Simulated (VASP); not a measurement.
# VO2 (P4_2/mnm) in VASP: a series of runs

The runs below take VO2 through single point, with BLYP, PBE.

Program: VASP 6.6.1. These are calculated values, not measurements. Logs are shortened: lines on timing, memory, paths and dates and some standing lists are left out, and cuts for length are marked.

## 1. The cell of the first run

The structure is tetragonal, space group P4_2/mnm (No. 136). The conventional cell has a = 4.477 Å, b = 4.477 Å, c = 3.024 Å, α = 90.00°, β = 90.00°, γ = 90.00°. V (site symmetry mmm) has 6 O at 1.90 to 1.97 Å within 2.5 Å. O (site symmetry m2m) has 3 V at 1.90 to 1.97 Å and 1 O at 2.54 Å within 2.6 Å.

## 2. Single point, BLYP, collinear spin, ferromagnetic start

File INCAR:

```
AGGAC    = 1.0          
AGGAX    = 1.0          
ALDAC    = 0.0          
ALDAX    = 1.0          
ALGO     = Normal         # electronic algorithm
EDIFF    = 1E-6           # SCF threshold, eV
ENCUT    = 600            # plane-wave cutoff, eV
GGA      = B5             # functional
GGA_COMPAT= False        
ISIF     = 2              # what is computed and relaxed
ISMEAR   = -1             # smearing method
ISPIN    = 2              # spin polarisation
LASPH    = True           # aspherical terms in the spheres
LCHARG   = False          # write CHGCAR
LMAXMIX  = 4              # l up to which the mixer works
LORBIT   = 11             # projections on sites
LREAL    = False          # projectors in reciprocal space
LWAVE    = False          # write WAVECAR
MAGMOM   = 2 2 0 0 0 0    # initial moments
NBANDS   = 38             # bands
NELM     = 200            # most SCF steps
PREC     = Accurate       # precision mode
SIGMA    = 0.05           # smearing width, eV
```

File KPOINTS:

```
k-points
0
Gamma
  6 6 9
```

File POSCAR:

```
VO2
1.0
    4.4769514558      0.0000000000      0.0000000000
    0.0000000000      4.4769514558      0.0000000000
    0.0000000000      0.0000000000      3.0240168340
V O
2 4
Direct
    0.5000000000      0.5000000000      0.5000000000
    0.0000000000      0.0000000000      0.0000000000
    0.2003580000      0.7996420000      0.5000000000
    0.7996420000      0.2003580000      0.5000000000
    0.7003580000      0.7003580000      0.0000000000
    0.2996420000      0.2996420000      0.0000000000
```

Potentials or basis: VASP PAW PBE potentials, release 64 (V_sv, O).

Started as:

```console
> cat potpaw_PBE.64/V_sv/POTCAR potpaw_PBE.64/O/POTCAR > POTCAR
> mpirun -np 1 vasp_std > vasp.out
```

OUTCAR:

```text
EDIFF = 1E-6
   ENCUT = 600
   GGA = B5
   ISIF = 2
   ISMEAR = -1
   ISPIN = 2
   LASPH = True
   LORBIT = 11
   LREAL = False
   NELM = 200
   PREC = Accurate

 ion  position               nearest neighbor table
   1  0.500  0.500  0.500-   3 1.90   4 1.90   5 1.97   6 1.97   5 1.97   6 1.97
   2  0.000  0.000  0.000-   5 1.90   6 1.90   3 1.97   4 1.97   3 1.97   4 1.97
   3  0.200  0.800  0.500-   1 1.90   2 1.97   2 1.97
   4  0.800  0.200  0.500-   1 1.90   2 1.97   2 1.97
   5  0.700  0.700  0.000-   2 1.90   1 1.97   1 1.97
   6  0.300  0.300  0.000-   2 1.90   1 1.97   1 1.97

  LATTYP: Found a simple tetragonal cell.
 ALAT       =     4.4769514558
 C/A-ratio  =     0.6754633960

  Lattice vectors:

 A1 = (   4.4769514558,   0.0000000000,   0.0000000000)
 A2 = (   0.0000000000,   4.4769514558,   0.0000000000)
 A3 = (   0.0000000000,   0.0000000000,   3.0240168340)

Analysis of symmetry for initial positions (statically):
=====================================================================
 Subroutine PRICEL returns:
 Original cell was already a primitive cell.

 Routine SETGRP: Setting up the symmetry group for a
 simple tetragonal supercell.

 Subroutine GETGRP returns: Found 16 space group operations
 (whereof  8 operations were pure point group operations)
 out of a pool of 16 trial point group operations.

The static configuration has the point symmetry D_2h.
 The point group associated with its full space group is D_4h.

Analysis of symmetry for dynamics (positions and initial velocities):
=====================================================================
 Subroutine PRICEL returns:
 Original cell was already a primitive cell.

 Routine SETGRP: Setting up the symmetry group for a
 simple tetragonal supercell.

 Subroutine GETGRP returns: Found 16 space group operations
 (whereof  8 operations were pure point group operations)
 out of a pool of 16 trial point group operations.

The dynamic configuration has the point symmetry D_2h.
 The point group associated with its full space group is D_4h.

Analysis of structural, dynamic, and magnetic symmetry:
=====================================================================
 Subroutine PRICEL returns:
 Original cell was already a primitive cell.

 Routine SETGRP: Setting up the symmetry group for a
 simple tetragonal supercell.

 Subroutine GETGRP returns: Found 16 space group operations
 (whereof  8 operations were pure point group operations)
 out of a pool of 16 trial point group operations.

The overall configuration has the point symmetry D_2h.
 The point group associated with its full space group is D_4h.

 Subroutine INISYM returns: Found 16 space group operations
 (whereof  8 operations are pure point group operations),
 and found     1 'primitive' translations

----------------------------------------------------------------------------------------

                                     Primitive cell

  volume of cell :      60.6107

  direct lattice vectors                    reciprocal lattice vectors
     4.476951456  0.000000000  0.000000000     0.223366282  0.000000000  0.000000000
     0.000000000  4.476951456  0.000000000     0.000000000  0.223366282  0.000000000
     0.000000000  0.000000000  3.024016834     0.000000000  0.000000000  0.330685990

  length of vectors
     4.476951456  4.476951456  3.024016834     0.223366282  0.223366282  0.330685990

  position of ions in fractional coordinates (direct lattice)
     0.500000000  0.500000000  0.500000000
     0.000000000  0.000000000  0.000000000
     0.200358000  0.799642000  0.500000000
     0.799642000  0.200358000  0.500000000
     0.700358000  0.700358000  0.000000000
     0.299642000  0.299642000  0.000000000

  ion indices of the primitive-cell ions
   primitive index   ion index
                 1           1
                 2           2
                 3           3
                 4           4
                 5           5
                 6           6

----------------------------------------------------------------------------------------

 KPOINTS: k-points

Automatic generation of k-mesh.
 Grid dimensions read from file:
 generate k-points for:    6    6    9

 Generating k-lattice:

  Cartesian coordinates                     Fractional coordinates (reciprocal lattice)
     0.037227714  0.000000000  0.000000000     0.166666667  0.000000000  0.000000000
     0.000000000  0.037227714  0.000000000     0.000000000  0.166666667  0.000000000
     0.000000000  0.000000000  0.036742888     0.000000000  0.000000000  0.111111111

  Length of vectors
     0.037227714  0.037227714  0.036742888

  Shift w.r.t. Gamma in fractional coordinates (k-lattice)
     0.000000000  0.000000000  0.000000000

 Subroutine IBZKPT returns following result:
 ===========================================

 Found     50 irreducible k-points:

 Following reciprocal coordinates:
            Coordinates               Weight
  0.000000  0.000000  0.000000      1.000000
  0.166667  0.000000  0.000000      4.000000
  0.333333  0.000000  0.000000      4.000000
  0.500000  0.000000  0.000000      2.000000
  0.166667  0.166667  0.000000      4.000000
  0.333333  0.166667  0.000000      8.000000
[... 16 lines left out ...]
  0.333333  0.000000  0.222222      8.000000
  0.500000  0.000000  0.222222      4.000000
 [... further k-points ...]
   k-points           NKPTS =     50   k-points in BZ     NKDIM =     50   number of bands    NBANDS=     38
   number of dos      NEDOS =    301   number of ions     NIONS =      6
   total plane-waves  NPLWV =  31104
   dimension x,y,z NGX =    36 NGY =   36 NGZ =   24
   dimension x,y,z NGXF=    72 NGYF=   72 NGZF=   48
   ions per type =               2   4
   NGX,Y,Z   is equivalent  to a cutoff of  13.37, 13.37, 13.19 a.u.
   NGXF,Y,Z  is equivalent  to a cutoff of  26.74, 26.74, 26.39 a.u.
 SYSTEM =  unknown system
   PREC   = accura    normal or accurate (medium, high low for compatibility)
   ISTART =      0    job   : 0-new  1-cont  2-samecut
   ICHARG =      2    charge: 1-file 2-atom 10-const
   ISPIN  =      2    spin polarized calculation?
   LNONCOLLINEAR =      F non collinear calculations
   LSORBIT =      F    spin-orbit coupling
   LASPH  =      T    aspherical Exc in radial PAW
   ENCUT  =  600.0 eV  44.10 Ry    6.64 a.u.   8.94  8.94  6.04*2*pi/ulx,y,z
   NELM   =    200;   NELMIN=  2; NELMDL= -5     # of ELM steps
   EDIFF  = 0.1E-05   stopping-criterion for ELM
   LREAL  =      F    real-space projection
[... 7 lines left out ...]
   TEBEG  =    0.0;   TEEND  =   0.0 temperature during run
   PSTRESS=    0.0 pullay stress
   NELECT =      50.0000    total number of electrons
   NUPDOWN=      -1.0000    fix difference up-down
   EMIN   =  10.00;   EMAX   =-10.00  energy-range for DOS
   EFERMI =   0.00;   METHOD = LEGACY
   ISMEAR =    -1;   SIGMA  =   0.05  broadening in eV -4-tet -1-fermi 0-gaus
   EFERMI_NEDOS =   21; number of points for ismear=-14 and -15
   IALGO  =     38    algorithm
   IMIX   =      4    mixing-type and parameters
     AMIX     =   0.40;   BMIX     =  1.00
     AMIX_MAG =   1.60;   BMIX_MAG =  1.00
  volume/ion in A,a.u.               =      10.10        68.17
  Fermi-wavevector in a.u.,A,eV,Ry     =   1.535378  2.901443 32.074158  2.357384
  Thomas-Fermi vector in A             =   2.642174
   LORBIT       =     11    0 simple, 1 ext, 2 COOP (PROOUT), +10 PAW based schemes
   GGA     = B5    functional components
   LHFCALC =     F    Hartree Fock is set to
   AEXX    =    0.0000 exact exchange contribution
   IVDW    =     0    specifies the selected vdW correction
   LEPSILON=     F    determine dielectric tensor
   LRPA    =     F    only Hartree local field effects (RPA)
 spin polarized calculation
  energy-cutoff  :      600.00
  volume of cell :       60.61
 maximum number of plane-waves:      2052
 NGX is ok and might be reduce to    36
   NGX = 17   NGY = 17   NGZ = 13

 number of electron      50.0000000 magnetization       1.9998119

 Free energy of the ion-electron system (eV)
  ---------------------------------------------------
  ext. energy  EPLUGINS =         0.00000000
  ---------------------------------------------------
  free energy    TOTEN  =       -49.40776217 eV

  energy without entropy =      -49.36272010  energy(sigma->0) =      -49.38524113

 E-fermi :   6.1957     XC(G=0): -11.1748

 val. band max:        6.1889654742   @ k =   0.1667   0.0000   0.4444
 cond. band min:       6.2016764833   @ k =   0.1667   0.0000   0.1111
 fundamental gap:      0.0127110091
 Fermi energy:         6.1957437571

 spin component 1

 k-point     1 :       0.0000    0.0000    0.0000
  band No.  band energies     occupation
      1     -59.5714      1.00000
      2     -59.5618      1.00000
      3     -33.5563      1.00000
      4     -33.5563      1.00000
      5     -33.5020      1.00000
      6     -33.4794      1.00000
[... 29 lines left out ...]
     36      16.5625      0.00000
     37      16.5625      0.00000

 k-point     2 :       0.1667    0.0000    0.0000
  band No.  band energies     occupation
      1     -59.5707      1.00000
      2     -59.5625      1.00000
      3     -33.5519      1.00000
      4     -33.5515      1.00000
      5     -33.5004      1.00000
      6     -33.4809      1.00000
[... 29 lines left out ...]
     36      16.5642      0.00000
     37      16.7968      0.00000
[... 838 lines left out ...]
     36      17.3881      0.00000
     37      18.8247      0.00000

 k-point    24 :       0.5000    0.0000    0.2222
  band No.  band energies     occupation
      1     -59.5602      1.00000
      2     -59.5602      1.00000
      3     -33.5789      1.00000
      4     -33.5789      1.00000
      5     -33.5175      1.00000
      6     -33.5175      1.00000
[... 29 lines left out ...]
     36      16.4932      0.00000
     37      19.5969      0.00000

 [... further k-points ...]

 spin component 2

 k-point     1 :       0.0000    0.0000    0.0000
  band No.  band energies     occupation
      1     -58.4466      1.00000
      2     -58.4363      1.00000
      3     -32.5549      1.00000
      4     -32.5549      1.00000
      5     -32.3741      1.00000
      6     -32.3493      1.00000
[... 29 lines left out ...]
     36      16.7662      0.00000
     37      16.7662      0.00000

 k-point     2 :       0.1667    0.0000    0.0000
  band No.  band energies     occupation
      1     -58.4459      1.00000
      2     -58.4370      1.00000
      3     -32.5530      1.00000
      4     -32.5529      1.00000
      5     -32.3724      1.00000
      6     -32.3510      1.00000
[... 29 lines left out ...]
     36      16.7480      0.00000
     37      17.0070      0.00000
[... 838 lines left out ...]
     36      17.4810      0.00000
     37      19.0429      0.00000

 k-point    24 :       0.5000    0.0000    0.2222
  band No.  band energies     occupation
      1     -58.4347      1.00000
      2     -58.4347      1.00000
      3     -32.5464      1.00000
      4     -32.5464      1.00000
      5     -32.4423      1.00000
      6     -32.4423      1.00000
[... 29 lines left out ...]
     36      16.5644      0.00000
     37      19.8369      0.00000

 [... further k-points ...]

 [bands above 37 left out]

------------------------ aborting loop because EDIFF is reached ----------------------------------------

  FORCE on cell =-STRESS in cart. coord.  units (eV):
  Direction    XX          YY          ZZ          XY          YZ          ZX
  --------------------------------------------------------------------------------------
  -------------------------------------------------------------------------------------
  Total        3.1056710      3.1056710     -3.3545034      0.0000000      0.0000000      0.0000000
  in kB       82.0950656     82.0950656    -88.6726819      0.0000000      0.0000000      0.0000000
  external PRESSURE =      25.1724831 kB  Pullay stress =       0.0000000 kB

 VOLUME and BASIS-vectors are now :
 -----------------------------------------------------------------------------
  energy-cutoff  :      600.00
  volume of cell :       60.61
      direct lattice vectors                 reciprocal lattice vectors
     4.476951456  0.000000000  0.000000000     0.223366282  0.000000000  0.000000000
     0.000000000  4.476951456  0.000000000     0.000000000  0.223366282  0.000000000
     0.000000000  0.000000000  3.024016834     0.000000000  0.000000000  0.330685990

 POSITION                                       TOTAL-FORCE (eV/Angst)
 -----------------------------------------------------------------------------------
      2.23848      2.23848      1.51201         0.000000      0.000000      0.000000
      0.00000      0.00000      0.00000         0.000000      0.000000      0.000000
      0.89699      3.57996      1.51201        -0.149177      0.149177      0.000000
      3.57996      0.89699      1.51201         0.149177     -0.149177      0.000000
      3.13547      3.13547      0.00000        -0.149177     -0.149177      0.000000
      1.34148      1.34148      0.00000         0.149177      0.149177      0.000000
 -----------------------------------------------------------------------------------
    total drift:                                0.000000      0.000000      0.000000

  FREE ENERGIE OF THE ION-ELECTRON SYSTEM (eV)
  ---------------------------------------------------
  free  energy   TOTEN  =       -49.4077621744 eV

  energy  without entropy=      -49.3627200956  energy(sigma->0) =      -49.38524113

 total charge

# of ion       s       p       d       tot
------------------------------------------
    1        2.268   6.307   2.861  11.436
    2        2.268   6.307   2.861  11.436
    3        1.562   3.481   0.000   5.043
    4        1.562   3.481   0.000   5.043
    5        1.562   3.481   0.000   5.043
    6        1.562   3.481   0.000   5.043
--------------------------------------------------
tot         10.785  26.537   5.723  43.044

 magnetization (x)

# of ion       s       p       d       tot
------------------------------------------
    1        0.013   0.010   1.038   1.061
    2        0.013   0.010   1.038   1.061
    3       -0.001  -0.053   0.000  -0.055
    4       -0.001  -0.053   0.000  -0.055
    5       -0.001  -0.053   0.000  -0.055
    6       -0.001  -0.053   0.000  -0.055
--------------------------------------------------
tot          0.021  -0.194   2.076   1.903
```

Wall time 4.1 min (1 thread of Oxide Virtual Turin-like, shared host); peak memory 0.29 GiB.

Results:

```yaml
Free_energy: -49.4078 eV
Pressure: 2.5 GPa
Largest_force: 0.211 eV/Å
Band_gap_on_the_k_mesh: zero (filled and empty bands overlap)
Net_moment: 2.00 μB per cell
Site_moments: V +1.06; O -0.06 μB
Valence_electrons_inside_the_program's_atomic_spheres: V 11.44; O 5.04
```

Forces in eV/Å, atoms in the order of the input:
```
V    0.000  0.000  0.000
V    0.000  0.000  0.000
O   -0.149  0.149  0.000
O    0.149 -0.149  0.000
O   -0.149 -0.149  0.000
O    0.149  0.149  0.000
```

Caveat: the stress differs along the axes, from -9 to 8 GPa; the PAW data sets were made with another functional, which shifts forces and pressure a little; semilocal functionals often make such compounds metallic where correlation or magnetic order opens a gap, which also shifts bond lengths. With open d or f shells a metallic result of BLYP can be an artefact of self-interaction; +U or a hybrid may open a gap.

## 3. Single point, BLYP, collinear spin, ferromagnetic start

This run uses another cell than the first one, of 10.31 Å³/atom.

File INCAR:

```
  AGGAC = 1.0
  AGGAX = 1.0
  ALDAC = 0.0
  ALDAX = 1.0
  ALGO = Normal
  EDIFF = 1E-6
  ENCUT = 600
  GGA = B5
  GGA_COMPAT = F
  ISIF = 2
  ISMEAR = -1
  ISPIN = 2
  LASPH = T
  LCHARG = F
  LMAXMIX = 4
  LORBIT = 11
  LREAL = F
  LWAVE = F
  MAGMOM = 2 2 0 0 0 0
  NBANDS = 38
  NELM = 200
  PREC = Accurate
  SIGMA = 0.05
```

KPOINTS is that of step 2.

POSCAR, as its differences from that of step 2:

```diff
@@ -2,5 +2,5 @@
 1.0
-    4.4769514558      0.0000000000      0.0000000000
-    0.0000000000      4.4769514558      0.0000000000
-    0.0000000000      0.0000000000      3.0240168340
+    4.5072020454      0.0000000000      0.0000000000
+    0.0000000000      4.5072020454      0.0000000000
+    0.0000000000      0.0000000000      3.0444500000
 V O
```

Potentials or basis: VASP PAW PBE potentials, release 64 (V_sv, O).

Started as:

```console
> cat potpaw_PBE.64/V_sv/POTCAR potpaw_PBE.64/O/POTCAR > POTCAR
> mpirun -np 1 vasp_std > vasp.out
```

Run time: 7.5 min. Hardware: 1 thread of Oxide Virtual Turin-like, shared host; peak memory 0.3 GiB.

Results (log left out):

```yaml
Free_energy: -49.4135 eV
Pressure: -2.0 GPa
Largest_force: 0.215 eV/Å
Band_gap_on_the_k_mesh: zero (filled and empty bands overlap)
Net_moment: 2.00 μB per cell
Site_moments: V +1.07; O -0.06 μB
Valence_electrons_inside_the_program's_atomic_spheres: V 11.39; O 5.03
```

Forces on the atoms (eV/Å):
```
V    0.000  0.000  0.000
V    0.000  0.000  0.000
O   -0.152  0.152  0.000
O    0.152 -0.152  0.000
O   -0.152 -0.152  0.000
O    0.152  0.152  0.000
```

Stress tensor (GPa, compression positive):
```
  3.41   0.00   0.00
  0.00   3.41   0.00
  0.00   0.00 -12.94
```

Levels at points of the mesh, in eV from the Fermi level:
Spin up:
```
           k point  band 23  band 24  band 25  band 26  band 27  band 28  band 29  band 30
(0.00, 0.00, 0.00)    -1.54    -1.04    -0.77    -0.47    -0.30    -0.30    -0.30     1.86
(0.50, 0.00, 0.00)    -1.78    -1.78    -0.14    -0.14     0.40     0.40     0.94     0.94
(0.50, 0.50, 0.00)    -2.35    -2.35    -0.71    -0.71    -0.27    -0.27     1.33     1.33
```
Spin down:
```csv
k point,band 22,band 23,band 24,band 25,band 26,band 27
"(0.00, 0.00, 0.00)",-1.66,-1.66,-1.20,0.59,0.72,0.74
"(0.50, 0.00, 0.00)",-3.18,-1.92,-1.92,1.14,1.14,1.44
"(0.50, 0.50, 0.00)",-2.80,-2.41,-2.41,0.58,0.58,0.83
```

Caveat: the stress differs along the axes, from -13 to 3 GPa; the PAW data sets were made with another functional, which shifts forces and pressure a little; semilocal functionals often make such compounds metallic where correlation or magnetic order opens a gap, which also shifts bond lengths.

(Continued in part 2 of 3.)
